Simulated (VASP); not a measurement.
# Lu (P6_3/mmc) in VASP: further runs

The runs below take Lu through single point, with LDA.

Program: VASP 6.6.1. These are calculated values, not measurements. Logs are shortened: lines on timing, memory, paths and dates and some standing lists are left out, and cuts for length are marked.

### 1 The cell of the first run

Symmetry: P6_3/mmc, No. 194, hexagonal system. The conventional cell has a = 3.382 Å, b = 3.382 Å, c = 5.252 Å, α = 90.00°, β = 90.00°, γ = 120.00°. Lu (site symmetry -6m2) has 12 Lu at 3.27 to 3.38 Å within 4.3 Å.

### 2 Single point, LDA

The input, INCAR:

```
PREC = Accurate
ENCUT = 520
EDIFF = 1E-7
ISMEAR = -1
SIGMA = 0.1
LREAL = False
LASPH = True
NELM = 60
ALGO = Normal
ISIF = 2
LWAVE = False
LCHARG = False
GGA = CA
NBANDS = 32
```

The input, KPOINTS:

```
Automatic mesh
0
Gamma
  2 2 1
```

The input, POSCAR:

```
Lu
1.0
    3.3823924653      0.0000000000      0.0000000000
   -1.6911962327      2.9292378005      0.0000000000
    0.0000000000      0.0000000000      5.2524129119
Lu
2
Direct
    0.3333333333      0.6666666667      0.2500000000
    0.6666666667      0.3333333333      0.7500000000
```

Potentials or basis: VASP PAW PBE potentials, release 64 (Lu).

The run is started by

```sh
cat potpaw_PBE.64/Lu/POTCAR > POTCAR
mpirun -np 1 vasp_std > vasp.out
```

OUTCAR:

```text
PREC = Accurate
   ENCUT = 520
   EDIFF = 1E-7
   ISMEAR = -1
   LREAL = False
   LASPH = True
   NELM = 60
   ISIF = 2
   GGA = CA

 ion  position               nearest neighbor table
   1  0.333  0.667  0.250-   2 3.27   2 3.27   2 3.27   2 3.27   2 3.27   2 3.27
   2  0.667  0.333  0.750-   1 3.27   1 3.27   1 3.27   1 3.27   1 3.27   1 3.27

  LATTYP: Found a hexagonal cell.
 ALAT       =     3.3823924653
 C/A-ratio  =     1.5528691498

  Lattice vectors:

 A1 = (   3.3823924653,   0.0000000000,   0.0000000000)
 A2 = (  -1.6911962327,   2.9292378005,   0.0000000000)
 A3 = (   0.0000000000,   0.0000000000,   5.2524129119)

Analysis of symmetry for initial positions (statically):
=====================================================================
 Subroutine PRICEL returns:
 Original cell was already a primitive cell.

 Routine SETGRP: Setting up the symmetry group for a
 hexagonal supercell.

 Subroutine GETGRP returns: Found 24 space group operations
 (whereof 12 operations were pure point group operations)
 out of a pool of 24 trial point group operations.

The static configuration has the point symmetry D_3d.
 The point group associated with its full space group is D_6h.

Analysis of symmetry for dynamics (positions and initial velocities):
=====================================================================
 Subroutine PRICEL returns:
 Original cell was already a primitive cell.

 Routine SETGRP: Setting up the symmetry group for a
 hexagonal supercell.

 Subroutine GETGRP returns: Found 24 space group operations
 (whereof 12 operations were pure point group operations)
 out of a pool of 24 trial point group operations.

The dynamic configuration has the point symmetry D_3d.
 The point group associated with its full space group is D_6h.

 Subroutine INISYM returns: Found 24 space group operations
 (whereof 12 operations are pure point group operations),
 and found     1 'primitive' translations

----------------------------------------------------------------------------------------

                                     Primitive cell

  volume of cell :      52.0400

  direct lattice vectors                    reciprocal lattice vectors
     3.382392465  0.000000000  0.000000000     0.295648719  0.170692868  0.000000000
    -1.691196233  2.929237801  0.000000000     0.000000000  0.341385735  0.000000000
     0.000000000  0.000000000  5.252412912     0.000000000  0.000000000  0.190388687

  length of vectors
     3.382392465  3.382392465  5.252412912     0.341385735  0.341385735  0.190388687

  position of ions in fractional coordinates (direct lattice)
     0.333333333  0.666666667  0.250000000
     0.666666667  0.333333333  0.750000000

  ion indices of the primitive-cell ions
   primitive index   ion index
                 1           1
                 2           2

----------------------------------------------------------------------------------------

 KPOINTS: Automatic mesh

Automatic generation of k-mesh.
 Grid dimensions read from file:
 generate k-points for:    2    2    1

 Generating k-lattice:

  Cartesian coordinates                     Fractional coordinates (reciprocal lattice)
     0.147824360  0.085346434  0.000000000     0.500000000  0.000000000  0.000000000
     0.000000000  0.170692868  0.000000000     0.000000000  0.500000000  0.000000000
     0.000000000  0.000000000  0.190388687     0.000000000  0.000000000  1.000000000

  Length of vectors
     0.170692868  0.170692868  0.190388687

  Shift w.r.t. Gamma in fractional coordinates (k-lattice)
     0.000000000  0.000000000  0.000000000

 Subroutine IBZKPT returns following result:
 ===========================================

 Found      2 irreducible k-points:

 Following reciprocal coordinates:
            Coordinates               Weight
  0.000000  0.000000  0.000000      1.000000
  0.500000  0.000000  0.000000      3.000000
   k-points           NKPTS =      2   k-points in BZ     NKDIM =      2   number of bands    NBANDS=     32
   number of dos      NEDOS =    301   number of ions     NIONS =      2
   total plane-waves  NPLWV =  31360
   dimension x,y,z NGX =    28 NGY =   28 NGZ =   40
   dimension x,y,z NGXF=    56 NGYF=   56 NGZF=   80
   ions per type =               2
   NGX,Y,Z   is equivalent  to a cutoff of  13.76, 13.76, 12.66 a.u.
   NGXF,Y,Z  is equivalent  to a cutoff of  27.52, 27.52, 25.32 a.u.
 SYSTEM =  unknown system
   PREC   = accura    normal or accurate (medium, high low for compatibility)
   ISTART =      0    job   : 0-new  1-cont  2-samecut
   ICHARG =      2    charge: 1-file 2-atom 10-const
   ISPIN  =      1    spin polarized calculation?
   LNONCOLLINEAR =      F non collinear calculations
   LSORBIT =      F    spin-orbit coupling
   LASPH  =      T    aspherical Exc in radial PAW
   ENCUT  =  520.0 eV  38.22 Ry    6.18 a.u.   6.29  6.29  9.77*2*pi/ulx,y,z
   NELM   =     60;   NELMIN=  2; NELMDL= -5     # of ELM steps
   EDIFF  = 0.1E-06   stopping-criterion for ELM
   LREAL  =      F    real-space projection
   EDIFFG = 0.1E-05   stopping-criterion for IOM
   NSW    =      0    number of steps for IOM
   IBRION =     -1    ionic relax: 0-MD 1-quasi-New 2-CG
   NFREE  =      0    steps in history (QN), initial steepest desc. (CG)
   ISIF   =      2    stress and relaxation
   ISYM   =      2    0-nonsym 1-usesym 2-fastsym
   POTIM  = 0.5000    time-step for ionic-motion
   TEBEG  =    0.0;   TEEND  =   0.0 temperature during run
   PSTRESS=    0.0 pullay stress
   NELECT =      50.0000    total number of electrons
   NUPDOWN=      -1.0000    fix difference up-down
   EMIN   =  10.00;   EMAX   =-10.00  energy-range for DOS
   EFERMI =   0.00;   METHOD = LEGACY
   ISMEAR =    -1;   SIGMA  =   0.10  broadening in eV -4-tet -1-fermi 0-gaus
   EFERMI_NEDOS =   21; number of points for ismear=-14 and -15
   IALGO  =     38    algorithm
   IMIX   =      4    mixing-type and parameters
     AMIX     =   0.40;   BMIX     =  1.00
     AMIX_MAG =   1.60;   BMIX_MAG =  1.00
  volume/ion in A,a.u.               =      26.02       175.59
  Fermi-wavevector in a.u.,A,eV,Ry     =   1.615421  3.052703 35.505551  2.609584
  Thomas-Fermi vector in A             =   2.710171
   LORBIT       =      0    0 simple, 1 ext, 2 COOP (PROOUT), +10 PAW based schemes
   GGA     = CA    functional components
   LHFCALC =     F    Hartree Fock is set to
   AEXX    =    0.0000 exact exchange contribution
   IVDW    =     0    specifies the selected vdW correction
   LEPSILON=     F    determine dielectric tensor
   LRPA    =     F    only Hartree local field effects (RPA)
 non-spin polarized calculation
  energy-cutoff  :      520.00
  volume of cell :       52.04
 maximum number of plane-waves:      1411
 NGX is ok and might be reduce to    28
   NGX = 13   NGY = 13   NGZ = 19

 number of electron      49.9999981 magnetization

 Free energy of the ion-electron system (eV)
  ---------------------------------------------------
  ext. energy  EPLUGINS =         0.00000000
  ---------------------------------------------------
  free energy    TOTEN  =       -11.99007074 eV

  energy without entropy =      -11.89420521  energy(sigma->0) =      -11.94213798

 E-fermi :   2.1393     XC(G=0): -11.5380

 val. band max:        1.3126271636   @ k =   0.5000   0.0000   0.0000
 cond. band min:       2.2084578560   @ k =   0.5000   0.0000   0.0000
 fundamental gap:      0.8958306924
 Fermi energy:         2.1392595149

 k-point     1 :       0.0000    0.0000    0.0000
  band No.  band energies     occupation
      1     -53.2763      2.00000
      2     -53.2118      2.00000
      3     -24.6460      2.00000
      4     -23.9075      2.00000
      5     -23.9075      2.00000
      6     -23.8247      2.00000
[... 24 lines left out ...]
     31       5.8857      0.00000
     32       5.8857      0.00000

 k-point     2 :       0.5000    0.0000    0.0000
  band No.  band energies     occupation
      1     -53.2273      2.00000
      2     -53.2061      2.00000
      3     -24.3970      2.00000
      4     -24.3071      2.00000
      5     -24.2528      2.00000
      6     -24.0632      2.00000
[... 24 lines left out ...]
     31       9.6187      0.00000
     32       9.7873      0.00000

------------------------ aborting loop because EDIFF is reached ----------------------------------------

  FORCE on cell =-STRESS in cart. coord.  units (eV):
  Direction    XX          YY          ZZ          XY          YZ          ZX
  --------------------------------------------------------------------------------------
  -------------------------------------------------------------------------------------
  Total       -4.5194949     -4.5194949     -3.2329627      0.0000000      0.0000000      0.0000000
  in kB     -139.1435233   -139.1435233    -99.5345342      0.0000000      0.0000000      0.0000000
  external PRESSURE =    -125.9405269 kB  Pullay stress =       0.0000000 kB

 VOLUME and BASIS-vectors are now :
 -----------------------------------------------------------------------------
  energy-cutoff  :      520.00
  volume of cell :       52.04
      direct lattice vectors                 reciprocal lattice vectors
     3.382392465  0.000000000  0.000000000     0.295648719  0.170692868  0.000000000
    -1.691196233  2.929237801  0.000000000     0.000000000  0.341385735  0.000000000
     0.000000000  0.000000000  5.252412912     0.000000000  0.000000000  0.190388687

 POSITION                                       TOTAL-FORCE (eV/Angst)
 -----------------------------------------------------------------------------------
     -0.00000      1.95283      1.31310         0.000000      0.000000      0.000000
      1.69120      0.97641      3.93931        -0.000000     -0.000000      0.000000
 -----------------------------------------------------------------------------------
    total drift:                               -0.000000      0.000000     -0.000000

  FREE ENERGIE OF THE ION-ELECTRON SYSTEM (eV)
  ---------------------------------------------------
  free  energy   TOTEN  =       -11.9900707426 eV

  energy  without entropy=      -11.8942052137  energy(sigma->0) =      -11.94213798
```

It took 13 s on 1 thread of Intel Xeon Platinum 8488C (Sapphire Rapids), shared host; peak memory 0.15 GiB.

Results:

```yaml
Free_energy: -11.9901 eV
Pressure: -12.6 GPa
Band_gap_on_the_k_mesh: zero (bands 25 and 26 overlap by 1.39 eV)
```

Caveat: the k points lie up to 1.20 Å⁻¹ apart, too coarse for converged energies and pressures of a metal; the PAW data sets were made with another functional, which shifts forces and pressure a little; spin-orbit coupling is left out, which moves the levels of the heavy elements.

### 3 Single point, LDA

The input, INCAR:

```
SYSTEM = Lu
  ALGO = Normal
  EDIFF = 1E-7
  ENCUT = 520
  GGA = CA
  ISIF = 2
  ISMEAR = -1
  LASPH = .TRUE.
  LCHARG = .FALSE.
  LREAL = .FALSE.
  LWAVE = .FALSE.
  NBANDS = 32
  NELM = 60
  PREC = Accurate
  SIGMA = 0.1
```

The input, KPOINTS:

```
k-points
0
G
  3 3 2
  0 0 0
```

POSCAR is that of step 2.

Potentials or basis: VASP PAW PBE potentials, release 64 (Lu).

The run is started by

```sh
cat potpaw_PBE.64/Lu/POTCAR > POTCAR
mpirun -np 1 vasp_std > vasp.out
```

Wall time 17 s (1 thread of Intel Xeon Platinum 8488C (Sapphire Rapids), shared host); peak memory 0.15 GiB.

Results (log left out):

```
Free energy            : -10.3404 eV
Pressure               : -0.7 GPa
Band gap on the k mesh : zero (bands 25 and 26 overlap by 1.84 eV)
```

Stress tensor (GPa, compression positive):
```
-0.93  0.00  0.00
 0.00 -0.93  0.00
 0.00  0.00 -0.36
```

Levels at points of the mesh, in eV from the Fermi level:
```tsv
k point	band 21	band 22	band 23	band 24	band 25	band 26	band 27	band 28
(0.00, 0.00, 0.00)	-4.77	-4.76	-4.75	-2.66	1.26	2.12	2.12	2.70
(0.00, 0.00, 0.50)	-4.76	-4.76	-4.42	-4.42	1.24	1.24	2.00	2.00
```

Caveat: the k points lie up to 0.71 Å⁻¹ apart, too coarse for converged energies and pressures of a metal; the PAW data sets were made with another functional, which shifts forces and pressure a little; spin-orbit coupling is left out, which moves the levels of the heavy elements.

### 4 Single point, LDA

The input, INCAR:

```
SYSTEM = Lu
PREC = Accurate
ENCUT = 520
EDIFF = 1E-6
ISMEAR = -1
SIGMA = 0.1
LREAL = .False.
LASPH = .True.
NELM = 60
ALGO = Normal
ISIF = 2
LWAVE = .False.
LCHARG = .False.
GGA = CA
NBANDS = 32
```

The input, KPOINTS:

```
regular mesh
0
Gamma
  4 4 2
  0 0 0
```

POSCAR is that of step 3.

Potentials or basis: VASP PAW PBE potentials, release 64 (Lu).

The run is started by

```sh
cat potpaw_PBE.64/Lu/POTCAR > POTCAR
mpirun -np 1 vasp_std > vasp.out
```

OUTCAR:

```text
SYSTEM = Lu
   PREC = Accurate
   ENCUT = 520
   EDIFF = 1E-6
   ISMEAR = -1
   LREAL = .False.
   LASPH = .True.
   NELM = 60
   ISIF = 2
   GGA = CA

 ion  position               nearest neighbor table
   1  0.333  0.667  0.250-   2 3.27   2 3.27   2 3.27   2 3.27   2 3.27   2 3.27
   2  0.667  0.333  0.750-   1 3.27   1 3.27   1 3.27   1 3.27   1 3.27   1 3.27

  LATTYP: Found a hexagonal cell.
 ALAT       =     3.3823924653
 C/A-ratio  =     1.5528691498

  Lattice vectors:

 A1 = (   3.3823924653,   0.0000000000,   0.0000000000)
 A2 = (  -1.6911962327,   2.9292378005,   0.0000000000)
 A3 = (   0.0000000000,   0.0000000000,   5.2524129119)

Analysis of symmetry for initial positions (statically):
=====================================================================
 Subroutine PRICEL returns:
 Original cell was already a primitive cell.

 Routine SETGRP: Setting up the symmetry group for a
 hexagonal supercell.

 Subroutine GETGRP returns: Found 24 space group operations
 (whereof 12 operations were pure point group operations)
 out of a pool of 24 trial point group operations.

[... 142 lines left out ...]
  ---------------------------------------------------
  free energy    TOTEN  =       -10.36181033 eV

  energy without entropy =      -10.23759081  energy(sigma->0) =      -10.29970057

 E-fermi :   2.4746     XC(G=0): -11.5509

 val. band max:        2.4716924516   @ k =   0.5000   0.0000   0.5000
 cond. band min:       2.4977244688   @ k =   0.2500   0.2500   0.5000
 fundamental gap:      0.0260320171
 Fermi energy:         2.4745724060

 k-point     1 :       0.0000    0.0000    0.0000
  band No.  band energies     occupation
      1     -53.3276      2.00000
      2     -53.2637      2.00000
      3     -24.6315      2.00000
      4     -23.9900      2.00000
      5     -23.9900      2.00000
      6     -23.8629      2.00000
[... 269 lines left out ...]
     31       8.6694      0.00000
     32       8.6694      0.00000

------------------------ aborting loop because EDIFF is reached ----------------------------------------

  FORCE on cell =-STRESS in cart. coord.  units (eV):
  Direction    XX          YY          ZZ          XY          YZ          ZX
  --------------------------------------------------------------------------------------
  -------------------------------------------------------------------------------------
  Total        0.3861261      0.3861261      0.7886962     -0.0000000      0.0000000      0.0000000
  in kB       11.8878207     11.8878207     24.2819113     -0.0000000      0.0000000      0.0000000
  external PRESSURE =      16.0191843 kB  Pullay stress =       0.0000000 kB

 VOLUME and BASIS-vectors are now :
 -----------------------------------------------------------------------------
  energy-cutoff  :      520.00
  volume of cell :       52.04
      direct lattice vectors                 reciprocal lattice vectors
     3.382392465  0.000000000  0.000000000     0.295648719  0.170692868  0.000000000
    -1.691196233  2.929237801  0.000000000     0.000000000  0.341385735  0.000000000
     0.000000000  0.000000000  5.252412912     0.000000000  0.000000000  0.190388687

 POSITION                                       TOTAL-FORCE (eV/Angst)
 -----------------------------------------------------------------------------------
     -0.00000      1.95283      1.31310        -0.000000      0.000000      0.000000
      1.69120      0.97641      3.93931         0.000000     -0.000000      0.000000
 -----------------------------------------------------------------------------------
    total drift:                               -0.000000      0.000000     -0.000000

  FREE ENERGIE OF THE ION-ELECTRON SYSTEM (eV)
  ---------------------------------------------------
  free  energy   TOTEN  =       -10.3618103348 eV

  energy  without entropy=      -10.2375908053  energy(sigma->0) =      -10.29970057
```

OSZICAR:

```text
N       E                     dE             d eps       ncg     rms          rms(c)
DAV:   1     0.230767326964E+03    0.23077E+03   -0.19022E+04   720   0.508E+03
DAV:   2     0.205177753485E+02   -0.21025E+03   -0.20112E+03   568   0.555E+02
DAV:   3    -0.815870882037E+01   -0.28676E+02   -0.28057E+02   728   0.121E+02
DAV:   4    -0.106107252333E+02   -0.24520E+01   -0.24429E+01   824   0.256E+01
DAV:   5    -0.106857001134E+02   -0.74975E-01   -0.74959E-01   760   0.466E+00    0.540E+00
DAV:   6    -0.103957929639E+02    0.28991E+00   -0.11232E+00   800   0.162E+01    0.212E+00
DAV:   7    -0.103658381628E+02    0.29955E-01   -0.14181E-01   688   0.229E+00    0.588E-01
DAV:   8    -0.103615070976E+02    0.43311E-02   -0.25279E-02   840   0.106E+00    0.167E-01
DAV:   9    -0.103619374144E+02   -0.43032E-03   -0.21356E-03   688   0.437E-01    0.121E-01
DAV:  10    -0.103618093111E+02    0.12810E-03   -0.55536E-04   800   0.275E-01    0.254E-02
DAV:  11    -0.103618100175E+02   -0.70638E-06   -0.61603E-05   792   0.581E-02    0.535E-03
DAV:  12    -0.103618103348E+02   -0.31731E-06   -0.73992E-06   536   0.177E-02
   1 F= -.10361810E+02 E0= -.10299701E+02  d E =-.124220E+00
```

Wall time 18 s (1 thread of Intel Xeon Platinum 8488C (Sapphire Rapids), shared host); peak memory 0.16 GiB.

What came out:

```
Free energy            : -10.3618 eV
Pressure               : 1.6 GPa
Band gap on the k mesh : zero (bands 25 and 26 overlap by 1.72 eV)
```

Caveat: the k points lie up to 0.60 Å⁻¹ apart, too coarse for converged energies and pressures of a metal; the PAW data sets were made with another functional, which shifts forces and pressure a little; spin-orbit coupling is left out, which moves the levels of the heavy elements.

### 5 The runs side by side

```tsv
k mesh	gap on the mesh (eV)	pressure (GPa)
2 × 2 × 1	none	-12.6
3 × 3 × 2	none	-0.7
4 × 4 × 2	none	1.6
```

Alike in all rows: task single point; level LDA; potentials or basis VASP PAW PBE potentials, release 64 (Lu); no spin polarisation; cell as given; cutoff (eV) 520; smearing fermi-dirac 0.1 eV.

Caveats: all runs use coarse meshes; the PAW data sets were made with another functional, which shifts forces and pressure a little; spin-orbit coupling is left out, which moves the levels of the heavy elements.

Absolute energies hang on the potentials; compare differences alone.

The gap in the log of VASP goes by the Fermi energy; the results here count the filled bands.